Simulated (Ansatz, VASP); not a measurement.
# Two plane-wave programs on NaCl

INCAR

```
SYSTEM = NaCl
ALGO     = Normal         ! electronic algorithm
EDIFF    = 1E-6           ! SCF threshold, eV
EDIFFG   = -0.01          ! ionic threshold
ENCUT    = 600            ! plane-wave cutoff, eV
GGA      = RE             ! functional
IBRION   = 2              ! ionic algorithm
ISIF     = 3              ! what is computed and relaxed
ISMEAR   = -1             ! smearing method
IVDW     = 13             ! dispersion correction
LASPH    = .TRUE.         ! aspherical terms in the spheres
LCHARG   = .FALSE.        ! write CHGCAR
LREAL    = .FALSE.        ! projectors in reciprocal space
LWAVE    = .FALSE.        ! write WAVECAR
NELM     = 60             ! most SCF steps
NSW      = 60             ! ionic steps
PREC     = Accurate       ! precision mode
SIGMA    = 0.05           ! smearing width, eV
```

The input KPOINTS:

```
k-points
0
G
  8 8 8
  0 0 0
```

POSCAR

```
NaCl
1.0
    3.5021900000      0.0000000000      0.0000000000
    0.0000000000      3.5021900000      0.0000000000
    0.0000000000      0.0000000000      3.5021900000
Cl Na
1 1
Direct
    0.5000000000      0.5000000000      0.5000000000
    0.0000000000      0.0000000000      0.0000000000
```

The input input.yaml:

```yaml
crystal:
  lattice:
    - [3.50219, 0.0, 0.0]
    - [0.0, 3.50219, 0.0]
    - [0.0, 0.0, 3.50219]
  atoms:
    - { symbol: Cl, position: [0.5, 0.5, 0.5] }
    - { symbol: Na, position: [0.0, 0.0, 0.0] }
hamiltonian:
  xc: revpbe
  pseudopotentials: { kind: paw }
  dispersion: d4
kpoints:
  mp_grid: { grid: [8, 8, 8] }
scf:
  occupations: { method: fermi_dirac, width: 0.05 }
output:
  forces: true
  stress: true
  eigenvalues: true
relax:
  f_tol: 0.01
  max_steps: 40
  cell: { stress_tol: 0.05 }
```

Alike in both runs: task relaxation of cell and atoms; functional revPBE; dispersion D4; k mesh 8 × 8 × 8; occupations fermi-dirac, width 0.05 eV; no spin polarisation.

|  | VASP | Ansatz |
| --- | --- | --- |
| version | VASP 6.6.1 | Ansatz 0.2.0 |
| potentials or method | VASP PAW PBE potentials, release 64 (Cl, Na_pv) | Ansatz PAW |
| plane-wave cutoff (eV) | 600 | 420 |
| valence electrons in the cell | 14 | 16 |

|  | VASP | Ansatz | Ansatz less VASP |
| --- | --- | --- | --- |
| gap on the k mesh at the Fermi level, each at its own relaxed structure (eV) | 4.24 | 4.22 | -0.011 |
| relaxed volume (Å³/atom) | 21.54 | 21.61 | +0.071 |
| relaxed cell length with the largest relative difference (Å) | 3.506 | 3.510 | +0.0038 |

VASP's potentials were made for PBE, not for revPBE. VASP's potentials hold 14 valence electrons a cell and Ansatz's 16, so a difference there can come from the potentials and not from the codes.

Noted on Ansatz's run: the plane-wave basis is chosen anew once the cell has moved, so the energies of steps on either side of that aren't comparable.
